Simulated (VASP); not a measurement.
# NiO (F-43m) in VASP: a series of runs

Runs on NiO. Level: PBE+U. Tasks: single point.

All numbers are computed with VASP 6.6.1; they aren't measurements. Logs are shortened: lines on timing, memory, paths and dates and some standing lists are left out, and cuts for length are marked.

### Step 1. The cell of the first run

Symmetry: F-43m, No. 216, cubic system. The conventional cell has a = 4.649 Å, b = 4.649 Å, c = 4.649 Å, α = 90.00°, β = 90.00°, γ = 90.00°. Ni (site symmetry -43m) has 4 O at 2.01 Å within 2.7 Å. Within 2.7 Å of O (site symmetry -43m) lie 4 Ni at 2.01 Å.

### Step 2. Single point, PBE+U, collinear spin, antiferromagnetic start

INCAR reads:

```
PREC     = Accurate       # precision mode
ENCUT    = 520            # plane-wave cutoff, eV
EDIFF    = 1E-6           # SCF threshold, eV
ISMEAR   = 0              # smearing method
SIGMA    = 0.05           # smearing width, eV
LREAL    = F              # projectors in reciprocal space
LASPH    = T              # aspherical terms in the spheres
NELM     = 150            # most SCF steps
ALGO     = Normal         # electronic algorithm
ISIF     = 2              # what is computed and relaxed
LWAVE    = F              # write WAVECAR
LCHARG   = F              # write CHGCAR
ISPIN    = 2              # spin polarisation
MAGMOM   = 2 -2 0 0       # initial moments
LORBIT   = 11             # projections on sites
LMAXMIX  = 4              # l up to which the mixer works
LDAU     = T              # DFT+U
LDAUTYPE = 2            
LDAUL    = 2 -1           # shell
LDAUU    = 6.2 0          # U, eV
LDAUJ    = 0 0          
LDAUPRINT= 1            
GGA      = PE             # functional
NBANDS   = 28             # bands
```

KPOINTS reads:

```
Automatic mesh
0
Gamma
  10 10 5
```

POSCAR reads:

```
NiO
1.0
    0.0000000000      2.3247345634      2.3247345634
    2.3247345634      0.0000000000      2.3247345634
    4.6494691268      4.6494691268      0.0000000000
Ni O
2 2
Direct
    0.0000000000      0.0000000000      0.0000000000
    0.0000000000      0.0000000000      0.5000000000
    0.2500000000      0.2500000000      0.1250000000
    0.2500000000      0.2500000000      0.6250000000
```

Potentials or basis: VASP PAW PBE potentials, release 64 (Ni, O).

Launch:

```
> cat potpaw_PBE.64/Ni/POTCAR potpaw_PBE.64/O/POTCAR > POTCAR
> mpirun -np 1 vasp_std > vasp.out
```

OUTCAR:

```text
PREC = Accurate
   ENCUT = 520
   EDIFF = 1E-6
   ISMEAR = 0
   LREAL = F
   LASPH = T
   NELM = 150
   ISIF = 2
   ISPIN = 2
   LORBIT = 11
   GGA = PE

 ion  position               nearest neighbor table
   1  0.000  0.000  0.000-   3 2.01   4 2.01   3 2.01   3 2.01
   2  0.000  0.000  0.500-   3 2.01   4 2.01   4 2.01   4 2.01
   3  0.250  0.250  0.125-   1 2.01   1 2.01   1 2.01   2 2.01
   4  0.250  0.250  0.625-   2 2.01   2 2.01   1 2.01   2 2.01

  LATTYP: Found a trigonal (rhomboedric) cell.
 ALAT       =     5.6944134677
 COS(alpha) =     0.8333333333

  Lattice vectors:

 A1 = (   4.6494691268,   2.3247345634,  -2.3247345634)
 A2 = (   2.3247345634,   2.3247345634,  -4.6494691268)
 A3 = (   2.3247345634,   4.6494691268,  -2.3247345634)

Analysis of symmetry for initial positions (statically):
=====================================================================
 Subroutine PRICEL returns following result:

  LATTYP: Found a face centered cubic cell.
 ALAT       =     4.6494691268
[... 12 lines left out ...]
 Subroutine GETGRP returns: Found  6 space group operations
 (whereof  6 operations were pure point group operations)
 out of a pool of 12 trial point group operations.

The static configuration has the point symmetry C_3v.

Analysis of symmetry for dynamics (positions and initial velocities):
=====================================================================
 Subroutine PRICEL returns following result:

  LATTYP: Found a face centered cubic cell.
 ALAT       =     4.6494691268
[... 12 lines left out ...]
 Subroutine GETGRP returns: Found  6 space group operations
 (whereof  6 operations were pure point group operations)
 out of a pool of 12 trial point group operations.

The dynamic configuration has the point symmetry C_3v.

Analysis of structural, dynamic, and magnetic symmetry:
=====================================================================
 Subroutine PRICEL returns following result:

  LATTYP: Found a face centered cubic cell.
 ALAT       =     4.6494691268
[... 12 lines left out ...]
 Subroutine GETGRP returns: Found  6 space group operations
 (whereof  6 operations were pure point group operations)
 out of a pool of 12 trial point group operations.

The overall configuration has the point symmetry C_3v.

 Subroutine INISYM returns: Found  6 space group operations
 (whereof  6 operations are pure point group operations),
 and found     2 'primitive' translations

----------------------------------------------------------------------------------------

                                     Primitive cell

  volume of cell :      25.1275

  direct lattice vectors                    reciprocal lattice vectors
     0.000000000  2.324734563  2.324734563    -0.215078318  0.215078318  0.215078318
     2.324734563  0.000000000  2.324734563     0.215078318 -0.215078318  0.215078318
     2.324734563  2.324734563  0.000000000     0.215078318  0.215078318 -0.215078318

  length of vectors
     3.287671148  3.287671148  3.287671148     0.372526575  0.372526575  0.372526575

  position of ions in fractional coordinates (direct lattice)
     0.000000000  0.000000000  0.000000000
     0.250000000  0.250000000  0.250000000

  ion indices of the primitive-cell ions
   primitive index   ion index
                 1           1
                 2           3

----------------------------------------------------------------------------------------

 KPOINTS: Automatic mesh

Automatic generation of k-mesh.
 Grid dimensions read from file:
 generate k-points for:   10   10    5

 Generating k-lattice:

  Cartesian coordinates                     Fractional coordinates (reciprocal lattice)
[... 108 lines left out ...]
   GGA     = PE    functional components
   LHFCALC =     F    Hartree Fock is set to
   AEXX    =    0.0000 exact exchange contribution
   IVDW    =     0    specifies the selected vdW correction
   LEPSILON=     F    determine dielectric tensor
   LRPA    =     F    only Hartree local field effects (RPA)
 spin polarized calculation
 Gauss-broadening in eV      SIGMA  =   0.05
  energy-cutoff  :      520.00
  volume of cell :       50.26
 maximum number of plane-waves:      1370
   NGX = 13   NGY = 13   NGZ = 25

 number of electron      31.9999986 magnetization      -0.0000000

atom =   1  type =  1  l = 2

 onsite density matrix

spin component  1

  0.9997 -0.0013  0.0014 -0.0013  0.0000
 -0.0013  0.9997  0.0007  0.0013 -0.0012
  0.0014  0.0007  0.9791  0.0007 -0.0000
 -0.0013  0.0013  0.0007  0.9997  0.0012
  0.0000 -0.0012 -0.0000  0.0012  0.9791

spin component  2

  0.4722  0.1900 -0.0445  0.1900 -0.0000
  0.1900  0.4722 -0.0222 -0.1900  0.0385
 -0.0445 -0.0222  0.9659 -0.0222  0.0000
  0.1900 -0.1900 -0.0222  0.4722 -0.0385
 -0.0000  0.0385  0.0000 -0.0385  0.9659

 occupancies and eigenvectors

  o =  0.0923  v =  0.0000  0.0000  0.0000  0.0000  0.0000  0.5774 -0.5774 -0.0000 -0.5774  0.0000      0.0000  0.0000  0.0000  0.0000  0.0000  0.0000  0.0000  0.0000  0.0000  0.0000
  o =  0.6527  v =  0.0000  0.0000  0.0000  0.0000  0.0000 -0.5878 -0.7695 -0.1252  0.1818  0.1169      0.0000  0.0000  0.0000  0.0000  0.0000  0.0000  0.0000  0.0000  0.0000  0.0000
  o =  0.6527  v =  0.0000  0.0000  0.0000  0.0000  0.0000 -0.5492  0.2344 -0.1169 -0.7836 -0.1252      0.0000  0.0000  0.0000  0.0000  0.0000  0.0000  0.0000  0.0000  0.0000  0.0000
  o =  0.9754  v =  0.0000  0.0000  0.0000  0.0000  0.0000  0.1399  0.0699 -0.9852  0.0699 -0.0000      0.0000  0.0000  0.0000  0.0000  0.0000  0.0000  0.0000  0.0000  0.0000  0.0000
  o =  0.9754  v =  0.0000  0.0000  0.0000  0.0000  0.0000  0.0000  0.1211 -0.0000 -0.1211  0.9852      0.0000  0.0000  0.0000  0.0000  0.0000  0.0000  0.0000  0.0000  0.0000  0.0000
  o =  0.9790  v = -0.0126  0.0569  0.1695 -0.0695  0.9814  0.0000  0.0000  0.0000  0.0000  0.0000      0.0000  0.0000  0.0000  0.0000  0.0000  0.0000  0.0000  0.0000  0.0000  0.0000
  o =  0.9790  v =  0.0729  0.0474 -0.9814  0.0256  0.1695  0.0000  0.0000  0.0000  0.0000  0.0000      0.0000  0.0000  0.0000  0.0000  0.0000  0.0000  0.0000  0.0000  0.0000  0.0000
  o =  0.9986  v = -0.1547  0.6140 -0.0173 -0.7687 -0.0890  0.0000  0.0000  0.0000  0.0000  0.0000      0.0000  0.0000  0.0000  0.0000  0.0000  0.0000  0.0000  0.0000  0.0000  0.0000
  o =  0.9986  v =  0.7983  0.5331  0.0890  0.2651 -0.0173  0.0000  0.0000  0.0000  0.0000  0.0000      0.0000  0.0000  0.0000  0.0000  0.0000  0.0000  0.0000  0.0000  0.0000  0.0000
  o =  1.0022  v = -0.5774  0.5774 -0.0000  0.5774 -0.0000  0.0000  0.0000  0.0000  0.0000  0.0000      0.0000  0.0000  0.0000  0.0000  0.0000  0.0000  0.0000  0.0000  0.0000  0.0000

atom =   2  type =  1  l = 2

 onsite density matrix

spin component  1

  0.4722  0.1900 -0.0445  0.1900 -0.0000
  0.1900  0.4722 -0.0222 -0.1900  0.0385
 -0.0445 -0.0222  0.9659 -0.0222 -0.0000
  0.1900 -0.1900 -0.0222  0.4722 -0.0385
 -0.0000  0.0385 -0.0000 -0.0385  0.9659

spin component  2

  0.9997 -0.0013  0.0014 -0.0013  0.0000
 -0.0013  0.9997  0.0007  0.0013 -0.0012
  0.0014  0.0007  0.9791  0.0007  0.0000
 -0.0013  0.0013  0.0007  0.9997  0.0012
  0.0000 -0.0012  0.0000  0.0012  0.9791

 occupancies and eigenvectors

  o =  0.0923  v =  0.5774 -0.5774 -0.0000 -0.5774  0.0000  0.0000  0.0000  0.0000  0.0000  0.0000      0.0000  0.0000  0.0000  0.0000  0.0000  0.0000  0.0000  0.0000  0.0000  0.0000
  o =  0.6527  v =  0.6753 -0.0409  0.1438  0.7162  0.0931  0.0000  0.0000  0.0000  0.0000  0.0000      0.0000  0.0000  0.0000  0.0000  0.0000  0.0000  0.0000  0.0000  0.0000  0.0000
  o =  0.6527  v = -0.4371 -0.8034 -0.0931  0.3663  0.1438  0.0000  0.0000  0.0000  0.0000  0.0000      0.0000  0.0000  0.0000  0.0000  0.0000  0.0000  0.0000  0.0000  0.0000  0.0000
  o =  0.9754  v =  0.1329  0.0288 -0.9363  0.1042 -0.3066  0.0000  0.0000  0.0000  0.0000  0.0000      0.0000  0.0000  0.0000  0.0000  0.0000  0.0000  0.0000  0.0000  0.0000  0.0000
  o =  0.9754  v = -0.0435 -0.1369  0.3066  0.0933 -0.9363  0.0000  0.0000  0.0000  0.0000  0.0000      0.0000  0.0000  0.0000  0.0000  0.0000  0.0000  0.0000  0.0000  0.0000  0.0000
  o =  0.9790  v =  0.0000  0.0000  0.0000  0.0000  0.0000 -0.0738 -0.0416  0.9932 -0.0322 -0.0730      0.0000  0.0000  0.0000  0.0000  0.0000  0.0000  0.0000  0.0000  0.0000  0.0000
  o =  0.9790  v =  0.0000  0.0000  0.0000  0.0000  0.0000  0.0054 -0.0612 -0.0730  0.0666 -0.9932      0.0000  0.0000  0.0000  0.0000  0.0000  0.0000  0.0000  0.0000  0.0000  0.0000
  o =  0.9986  v =  0.0000  0.0000  0.0000  0.0000  0.0000  0.0806  0.7410  0.0090 -0.6604 -0.0902      0.0000  0.0000  0.0000  0.0000  0.0000  0.0000  0.0000  0.0000  0.0000  0.0000
  o =  0.9986  v =  0.0000  0.0000  0.0000  0.0000  0.0000  0.8091  0.3347  0.0902  0.4744  0.0090      0.0000  0.0000  0.0000  0.0000  0.0000  0.0000  0.0000  0.0000  0.0000  0.0000
  o =  1.0022  v =  0.0000  0.0000  0.0000  0.0000  0.0000 -0.5774  0.5774  0.0000  0.5774 -0.0000      0.0000  0.0000  0.0000  0.0000  0.0000  0.0000  0.0000  0.0000  0.0000  0.0000

 number of electron      31.9999986 magnetization       0.0000000

 Free energy of the ion-electron system (eV)
  ---------------------------------------------------
  ext. energy  EPLUGINS =         0.00000000
  ---------------------------------------------------
  free energy    TOTEN  =       -17.83161454 eV

  energy without entropy =      -17.82715689  energy(sigma->0) =      -17.82938572

 E-fermi :   4.0676     XC(G=0): -10.5496

 val. band max:        4.0490363639   @ k =   0.3000   0.2000   0.2000
 cond. band min:       4.0737238889   @ k =   0.5000   0.4000   0.4000
 fundamental gap:      0.0246875250
 Fermi energy:         4.0676162463

 spin component 1

 k-point     1 :       0.0000    0.0000    0.0000
  band No.  band energies     occupation
      1     -14.4291      1.00000
      2     -13.7782      1.00000
      3      -2.6632      1.00000
      4      -2.3400      1.00000
      5      -2.3400      1.00000
      6      -1.3187      1.00000
[... 1481 lines left out ...]
     27      18.3556      0.00000
     28      21.4288      0.00000

 [... further k-points ...]

------------------------ aborting loop because EDIFF is reached ----------------------------------------

  FORCE on cell =-STRESS in cart. coord.  units (eV):
  Direction    XX          YY          ZZ          XY          YZ          ZX
  --------------------------------------------------------------------------------------
  -------------------------------------------------------------------------------------
  Total       -3.6684062     -3.6684062     -3.6684062      0.4429263     -0.4429263     -0.4429263
  in kB     -116.9520656   -116.9520656   -116.9520656     14.1208846    -14.1208846    -14.1208846
  external PRESSURE =    -116.9520656 kB  Pullay stress =       0.0000000 kB

 VOLUME and BASIS-vectors are now :
 -----------------------------------------------------------------------------
  energy-cutoff  :      520.00
  volume of cell :       50.26
      direct lattice vectors                 reciprocal lattice vectors
     0.000000000  2.324734563  2.324734563    -0.215078318  0.215078318  0.215078318
     2.324734563  0.000000000  2.324734563     0.215078318 -0.215078318  0.215078318
     4.649469127  4.649469127  0.000000000     0.107539159  0.107539159 -0.107539159

 POSITION                                       TOTAL-FORCE (eV/Angst)
 -----------------------------------------------------------------------------------
      0.00000      0.00000      0.00000         0.253934      0.253934     -0.253934
      2.32473      2.32473      0.00000         0.253934      0.253934     -0.253934
      1.16237      1.16237      1.16237        -0.253934     -0.253934      0.253934
      3.48710      3.48710      1.16237        -0.253934     -0.253934      0.253934
 -----------------------------------------------------------------------------------
    total drift:                               -0.000070     -0.000070      0.000102

  FREE ENERGIE OF THE ION-ELECTRON SYSTEM (eV)
  ---------------------------------------------------
  free  energy   TOTEN  =       -17.8316145443 eV

  energy  without entropy=      -17.8271568870  energy(sigma->0) =      -17.82938572

 total charge

# of ion       s       p       d       tot
------------------------------------------
    1        0.345   0.387   8.279   9.011
    2        0.345   0.387   8.279   9.011
    3        1.554   3.385   0.000   4.939
    4        1.554   3.385   0.000   4.939
--------------------------------------------------
tot          3.799   7.542  16.559  27.900

 magnetization (x)

# of ion       s       p       d       tot
------------------------------------------
    1        0.003   0.023   1.608   1.635
    2       -0.003  -0.023  -1.608  -1.635
    3        0.005   0.224   0.000   0.230
    4       -0.005  -0.224   0.000  -0.230
--------------------------------------------------
tot          0.000  -0.000   0.000  -0.000
```

Run time: 4.8 min. Hardware: 1 thread of AMD EPYC 7R43 (Zen 3), shared host; peak memory 0.23 GiB.

What came out:

```yaml
Free_energy: -17.8316 eV
Pressure: -11.7 GPa
Band_gap_on_the_k_mesh: zero (filled and empty bands overlap)
Net_moment: 0.00 μB per cell
Site_moments: Ni +1.64, -1.64; O +0.23, -0.23 μB
Valence_electrons_inside_the_program's_atomic_spheres: Ni 9.01; O 4.94
```

Stress tensor (GPa, compression positive):
```
-11.70   1.41  -1.41
  1.41 -11.70  -1.41
 -1.41  -1.41 -11.70
```

Eigenvalues of the final occupation matrices:
```tsv
site	spin	trace	eigenvalues
site 1 d	1	4.96	0.98 0.98 1.00 1.00 1.00
site 1 d	2	3.35	0.09 0.65 0.65 0.98 0.98
site 2 d	1	3.35	0.09 0.65 0.65 0.98 0.98
site 2 d	2	4.96	0.98 0.98 1.00 1.00 1.00
```

### Step 3. Single point, PBE+U, collinear spin, antiferromagnetic start

This run uses another cell than the first one, of the same volume but with other edges.

INCAR reads:

```
SYSTEM = NiO
PREC = Accurate
ENCUT = 520
EDIFF = 1E-6
ISMEAR = 0
SIGMA = 0.05
LREAL = .False.
LASPH = .True.
NELM = 150
ALGO = Normal
ISIF = 2
LWAVE = .False.
LCHARG = .True.
ISPIN = 2
MAGMOM = 2 -2 0 0
LORBIT = 11
LMAXMIX = 4
LDAU = .True.
LDAUTYPE = 2
LDAUL = 2 -1
LDAUU = 6.2 0
LDAUJ = 0 0
LDAUPRINT = 1
GGA = PE
LELF = .True.
LVHAR = .True.
NBANDS = 28
```

KPOINTS reads:

```
Automatic mesh
0
Gamma
  10 10 5
  0 0 0
```

POSCAR reads:

```
NiO
1.0
    0.0000000000      2.3247345634      2.3247345634
    4.6494691268      2.3247345634      2.3247345634
    4.6494691268      4.6494691268      0.0000000000
Ni O
2 2
Direct
    0.0000000000      0.0000000000      0.0000000000
    0.0000000000      0.0000000000      0.5000000000
    0.2500000000      0.2500000000      0.0000000000
    0.2500000000      0.2500000000      0.5000000000
```

Potentials or basis: VASP PAW PBE potentials, release 64 (Ni, O).

Launch:

```
> cat potpaw_PBE.64/Ni/POTCAR potpaw_PBE.64/O/POTCAR > POTCAR
> mpirun -np 1 vasp_std > vasp.out
```

Wall time 10 min (1 thread of AMD EPYC 7R43 (Zen 3), shared host); peak memory 0.3 GiB.

Results (log left out):

- Free energy: -17.6807 eV
- Pressure: -12.1 GPa
- Band gap on the k mesh: zero (filled and empty bands overlap)
- Net moment: 0.00 μB per cell
- Site moments: Ni +1.61, -1.61; O +0.00 μB
- Valence electrons inside the program's atomic spheres: Ni 9.02; O 4.94

Stress tensor (GPa, compression positive):
```
-14.39   0.00   0.00
  0.00 -10.90   0.00
  0.00   0.00 -10.90
```

Levels at points of the mesh, in eV from the Fermi level:
Spin up:
| k point | band 13 | band 14 | band 15 | band 16 | band 17 | band 18 | band 19 | band 20 |
| --- | --- | --- | --- | --- | --- | --- | --- | --- |
| (0.00, 0.00, 0.00) | -2.13 | -1.92 | -1.92 | 0.87 | 0.92 | 0.92 | 2.62 | 6.17 |
| (0.50, 0.00, 0.00) | -2.31 | -1.80 | -1.24 | -0.16 | 0.59 | 3.00 | 5.85 | 6.09 |
| (0.50, 0.50, 0.00) | -2.82 | -2.81 | -2.48 | -0.76 | -0.76 | 2.94 | 5.54 | 5.54 |
Spin down:
```
           k point  band 13  band 14  band 15  band 16  band 17  band 18  band 19  band 20
(0.00, 0.00, 0.00)    -2.13    -1.92    -1.92     0.87     0.92     0.92     2.62     6.17
(0.50, 0.00, 0.00)    -2.31    -1.80    -1.24    -0.16     0.59     3.00     5.85     6.09
(0.50, 0.50, 0.00)    -2.82    -2.81    -2.48    -0.76    -0.76     2.94     5.54     5.54
```

Eigenvalues of the final occupation matrices:
```
    site  spin  trace               eigenvalues
site 1 d     1   4.95  0.98 0.98 1.00 1.00 1.00
site 1 d     2   3.37  0.10 0.66 0.66 0.97 0.98
site 2 d     1   3.37  0.10 0.66 0.66 0.97 0.98
site 2 d     2   4.95  0.98 0.98 1.00 1.00 1.00
```

Caveat: the k points lie up to 0.38 Å⁻¹ apart. The state reached can hang on the start; a lower one may exist.
